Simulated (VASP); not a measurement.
# P (Cmce) in VASP: notebook, part 2 of 2

VASP 6.6.1.

**3. Single point, PBE (strain +0.015 along x and y, +0.030 along z)**

INCAR

```
PREC     = Accurate       # precision mode
ENCUT    = 520            # plane-wave cutoff, eV
EDIFF    = 1E-6           # SCF threshold, eV
ISMEAR   = 0              # smearing method
SIGMA    = 0.03           # smearing width, eV
LREAL    = False          # projectors in reciprocal space
LASPH    = True           # aspherical terms in the spheres
NELM     = 60             # most SCF steps
ALGO     = Normal         # electronic algorithm
ISIF     = 2              # what is computed and relaxed
LWAVE    = False          # write WAVECAR
LCHARG   = True           # write CHGCAR
GGA      = PE             # functional
LELF     = True           # ELF
LVHAR    = True         
NBANDS   = 18             # bands
```

KPOINTS

```
regular mesh
0
Gamma
  10 10 8
```

POSCAR

```
P
1.0
    1.6800444704     -5.7273585144      0.0000000000
    1.6800444704      5.7273585144      0.0000000000
    0.0000000000      0.0000000000      4.6945060001
P
4
Direct
    0.0940707809      0.9059292191      0.9137202394
    0.5940707809      0.4059292191      0.5862797606
    0.9059292191      0.0940707809      0.0862797606
    0.4059292191      0.5940707809      0.4137202394
```

Potentials or basis: VASP PAW PBE potentials, release 64 (P).

On the command line:

```bash
$ cat potpaw_PBE.64/P/POTCAR > POTCAR
$ mpirun -np 1 vasp_std > vasp.out
```

OUTCAR:

```text
PREC = Accurate
   ENCUT = 520
   EDIFF = 1E-6
   ISMEAR = 0
   LREAL = False
   LASPH = True
   NELM = 60
   ISIF = 2
   GGA = PE

 ion  position               nearest neighbor table
   1  0.094  0.906  0.914-   2 2.28   2 2.28   3 2.30
   2  0.594  0.406  0.586-   1 2.28   1 2.28   4 2.30
   3  0.906  0.094  0.086-   4 2.28   4 2.28   1 2.30
   4  0.406  0.594  0.414-   3 2.28   3 2.28   2 2.30

  LATTYP: Found a base centered orthorhombic cell.
 ALAT       =     3.3600889408
 B/A-ratio  =     3.4090517336
 C/A-ratio  =     1.3971374219

  Lattice vectors:

 A1 = (   1.6800444704,  -5.7273585144,   0.0000000000)
 A2 = (   1.6800444704,   5.7273585144,   0.0000000000)
 A3 = (   0.0000000000,   0.0000000000,   4.6945060001)

Analysis of symmetry for initial positions (statically):
=====================================================================
 Subroutine PRICEL returns:
 Original cell was already a primitive cell.

 Routine SETGRP: Setting up the symmetry group for a
 base centered orthorhombic supercell.

 Subroutine GETGRP returns: Found  8 space group operations
 (whereof  4 operations were pure point group operations)
 out of a pool of  8 trial point group operations.

The static configuration has the point symmetry C_2h.
 The point group associated with its full space group is D_2h.

Analysis of symmetry for dynamics (positions and initial velocities):
=====================================================================
 Subroutine PRICEL returns:
 Original cell was already a primitive cell.

 Routine SETGRP: Setting up the symmetry group for a
 base centered orthorhombic supercell.

 Subroutine GETGRP returns: Found  8 space group operations
 (whereof  4 operations were pure point group operations)
 out of a pool of  8 trial point group operations.

The dynamic configuration has the point symmetry C_2h.
 The point group associated with its full space group is D_2h.

 Subroutine INISYM returns: Found  8 space group operations
[... 115 lines left out ...]
   EFERMI =   0.00;   METHOD = LEGACY
   ISMEAR =     0;   SIGMA  =   0.03  broadening in eV -4-tet -1-fermi 0-gaus
   EFERMI_NEDOS =   21; number of points for ismear=-14 and -15
   IALGO  =     38    algorithm
   IMIX   =      4    mixing-type and parameters
     AMIX     =   0.40;   BMIX     =  1.00
     AMIX_MAG =   1.60;   BMIX_MAG =  1.00
  volume/ion in A,a.u.               =      22.59       152.42
  Fermi-wavevector in a.u.,A,eV,Ry     =   0.990345  1.871481 13.344364  0.980783
  Thomas-Fermi vector in A             =   2.122009
   LORBIT       =      0    0 simple, 1 ext, 2 COOP (PROOUT), +10 PAW based schemes
   GGA     = PE    functional components
   LHFCALC =     F    Hartree Fock is set to
   AEXX    =    0.0000 exact exchange contribution
   IVDW    =     0    specifies the selected vdW correction
   LEPSILON=     F    determine dielectric tensor
   LRPA    =     F    only Hartree local field effects (RPA)
 non-spin polarized calculation
 Gauss-broadening in eV      SIGMA  =   0.03
  energy-cutoff  :      520.00
  volume of cell :       90.34
 maximum number of plane-waves:      2459
 NGX is ok and might be reduce to    48
   NGX = 23   NGY = 23   NGZ = 17

 number of electron      20.0000000 magnetization

 Free energy of the ion-electron system (eV)
  ---------------------------------------------------
  ext. energy  EPLUGINS =         0.00000000
  ---------------------------------------------------
  free energy    TOTEN  =       -21.43640154 eV

  energy without entropy =      -21.43640154  energy(sigma->0) =      -21.43640154

 E-fermi :   4.8339     XC(G=0):  -8.9813

 val. band max:        4.6444712903   @ k =   0.5000   0.5000   0.0000
 cond. band min:       4.9955751476   @ k =   0.5000   0.5000   0.0000
 fundamental gap:      0.3511038573
 Fermi energy:         4.8338976284

 k-point     1 :       0.0000    0.0000    0.0000
  band No.  band energies     occupation
      1     -10.2251      2.00000
      2      -7.7299      2.00000
      3      -4.7886      2.00000
      4      -1.3654      2.00000
      5      -0.4630      2.00000
      6       0.2796      2.00000
[... 481 lines left out ...]
      5      -0.8149      2.00000
      6      -0.2539      2.00000
[... 10 lines left out ...]
     17      11.0295      0.00000
     18      11.1116      0.00000

 [... further k-points ...]
[... 5 lines left out ...]
  --------------------------------------------------------------------------------------
  -------------------------------------------------------------------------------------
  Total       -2.3971087     -1.4926694     -2.5685121      0.0000000     -0.0000000      0.0000000
  in kB      -42.5111915    -26.4715372    -45.5509213      0.0000000     -0.0000000      0.0000000
  external PRESSURE =     -38.1778833 kB  Pullay stress =       0.0000000 kB

 VOLUME and BASIS-vectors are now :
 -----------------------------------------------------------------------------
  energy-cutoff  :      520.00
  volume of cell :       90.34
      direct lattice vectors                 reciprocal lattice vectors
     1.680044470 -5.727358514  0.000000000     0.297611170 -0.087300280  0.000000000
     1.680044470  5.727358514  0.000000000     0.297611170  0.087300280  0.000000000
     0.000000000  0.000000000  4.694506000     0.000000000  0.000000000  0.213014958

 POSITION                                       TOTAL-FORCE (eV/Angst)
 -----------------------------------------------------------------------------------
      1.68004      4.64980      4.28947         0.000000      0.332764     -0.446415
      1.68004     -1.07755      2.75229         0.000000      0.332764      0.446415
      1.68004     -4.64980      0.40504         0.000000     -0.332764      0.446415
      1.68004      1.07755      1.94221         0.000000     -0.332764     -0.446415
 -----------------------------------------------------------------------------------
    total drift:                                0.000000      0.000000     -0.000000

  FREE ENERGIE OF THE ION-ELECTRON SYSTEM (eV)
  ---------------------------------------------------
  free  energy   TOTEN  =       -21.4364015413 eV

  energy  without entropy=      -21.4364015413  energy(sigma->0) =      -21.43640154
```

OSZICAR:

```text
N       E                     dE             d eps       ncg     rms          rms(c)
DAV:   1     0.594079387445E+02    0.59408E+02   -0.79929E+03  5580   0.923E+02
DAV:   2    -0.174611657181E+02   -0.76869E+02   -0.73799E+02  7422   0.148E+02
DAV:   3    -0.215129257203E+02   -0.40518E+01   -0.40233E+01  7396   0.344E+01
DAV:   4    -0.215617541352E+02   -0.48828E-01   -0.48789E-01  7336   0.450E+00
DAV:   5    -0.215627941690E+02   -0.10400E-02   -0.10399E-02  7230   0.627E-01    0.911E+00
DAV:   6    -0.214746725076E+02    0.88122E-01   -0.43420E-02  6654   0.106E+00    0.541E+00
DAV:   7    -0.214355989231E+02    0.39074E-01   -0.83504E-02  6724   0.151E+00    0.210E-01
DAV:   8    -0.214361716580E+02   -0.57273E-03   -0.70490E-03  6272   0.469E-01    0.125E-01
DAV:   9    -0.214363240608E+02   -0.15240E-03   -0.36234E-04  7574   0.111E-01    0.728E-02
DAV:  10    -0.214363849636E+02   -0.60903E-04   -0.52633E-05  6642   0.397E-02    0.253E-02
DAV:  11    -0.214364005877E+02   -0.15624E-04   -0.18664E-05  6568   0.272E-02    0.580E-03
DAV:  12    -0.214364015413E+02   -0.95361E-06   -0.11569E-06  4854   0.634E-03
   1 F= -.21436402E+02 E0= -.21436402E+02  d E =-.514999E-17
```

stdout:

```text
POSCAR found type information on POSCAR P
 POSCAR found :  1 types and       4 ions
 scaLAPACK will be used
 LDA part: xc-table for (Slater+PW92), standard interpolation
 POSCAR, INCAR and KPOINTS ok, starting setup
 FFT: planning ... GRIDC
 FFT: planning ... GRID_SOFT
 FFT: planning ... GRID
 WAVECAR not read
 entering main loop
```

It took 2.5 min on 1 thread of Intel Xeon 6975P-C (Granite Rapids), shared host; peak memory 0.36 GiB.

What came out:

* Free energy: -21.4364 eV
* Pressure: -3.8 GPa
* Largest force: 0.557 eV/Å
* Band gap on the k mesh: 0.35 eV

Forces in eV/Å, atoms in the order of the input:
```
P    0.000  0.333 -0.446
P    0.000  0.333  0.446
P    0.000 -0.333  0.446
P    0.000 -0.333 -0.446
```

Stress tensor (GPa, compression positive):
```
-4.25  0.00  0.00
 0.00 -2.65  0.00
 0.00  0.00 -4.56
```

Caveat: the cell differs from its parent crystal (strain +0.015 along x and y, +0.030 along z); the cell stands under tension.

**4. Single point, PBE (strain +0.030 along x and y, +0.015 along z)**

INCAR

```
SYSTEM = P
ALGO     = Normal         ! electronic algorithm
EDIFF    = 1E-7           ! SCF threshold, eV
ENCUT    = 520            ! plane-wave cutoff, eV
GGA      = PE             ! functional
ISIF     = 2              ! what is computed and relaxed
ISMEAR   = 0              ! smearing method
LASPH    = .True.         ! aspherical terms in the spheres
LCHARG   = .False.        ! write CHGCAR
LREAL    = .False.        ! projectors in reciprocal space
LWAVE    = .False.        ! write WAVECAR
NBANDS   = 18             ! bands
NELM     = 80             ! most SCF steps
PREC     = Accurate       ! precision mode
SIGMA    = 0.03           ! smearing width, eV
```

KPOINTS

```
k-points
0
Gamma
  10 10 8
  0 0 0
```

POSCAR

```
P
1.0
    1.7048727138     -5.8119992806      0.0000000000
    1.7048727138      5.8119992806      0.0000000000
    0.0000000000      0.0000000000      4.6261394078
P
4
Direct
    0.0940707809      0.9059292191      0.9137202394
    0.5940707809      0.4059292191      0.5862797606
    0.9059292191      0.0940707809      0.0862797606
    0.4059292191      0.5940707809      0.4137202394
```

On the command line:

```bash
$ cat potpaw_PBE.64/P/POTCAR > POTCAR
$ mpirun -np 1 vasp_std > vasp.out
```

Wall time 2.3 min (1 thread of Intel Xeon 6975P-C (Granite Rapids), shared host); peak memory 0.36 GiB.

Results (log left out):

* Free energy: -21.3995 eV
* Pressure: -4.6 GPa
* Largest force: 0.569 eV/Å
* Band gap on the k mesh: 0.22 eV

Forces on the atoms (eV/Å):
```
P    0.000  0.506 -0.261
P    0.000  0.506  0.261
P    0.000 -0.506  0.261
P    0.000 -0.506 -0.261
```

Stress tensor (GPa, compression positive):
```
-6.00  0.00  0.00
 0.00 -4.14  0.00
 0.00  0.00 -3.65
```

Levels at points of the mesh, in eV from the valence-band top:
```csv
k point,band 7,band 8,band 9,band 10,band 11,band 12,band 13,band 14
"(0.00, 0.00, 0.00)",-3.61,-2.30,-2.23,-0.79,0.85,1.24,1.95,2.84
"(0.50, 0.00, 0.00)",-2.96,-2.96,-2.29,-2.29,0.91,0.91,1.70,1.70
"(0.50, 0.50, 0.00)",-3.68,-2.13,-1.45,0.00,0.22,1.10,2.04,2.77
"(0.00, 0.00, 0.50)",-2.87,-2.87,-1.31,-1.31,1.37,1.37,2.89,2.89
"(0.50, 0.00, 0.50)",-4.86,-4.86,-1.58,-1.58,1.86,1.86,3.60,3.60
"(0.50, 0.50, 0.50)",-2.62,-2.62,-1.58,-1.58,1.44,1.44,2.47,2.47
```

Caveat: the cell differs from its parent crystal (strain +0.030 along x and y, +0.015 along z); the cell stands under tension. A k mesh can miss the band edges.

**5. The runs side by side**

```csv
cell,gap on the mesh (eV),pressure (GPa),largest force (eV/Å)
"a = 6.057, b = 6.057, c = 4.558 Å, angles 90.0, 90.0, 147.3°, 4 atoms",0.10,-3.9,0.49
"a = 5.969, b = 5.969, c = 4.695 Å, angles 90.0, 90.0, 147.3°, 4 atoms",0.35,-3.8,0.56
"a = 6.057, b = 6.057, c = 4.626 Å, angles 90.0, 90.0, 147.3°, 4 atoms",0.22,-4.6,0.57
```

Alike in all rows: task single point; level PBE; potentials or basis VASP PAW PBE potentials, release 64 (P); no spin polarisation; k mesh 10 × 10 × 8; cutoff (eV) 520; smearing gaussian 0.03 eV.

Caveats: the cell stands under tension.

Absolute energies hang on the potentials; compare differences alone.
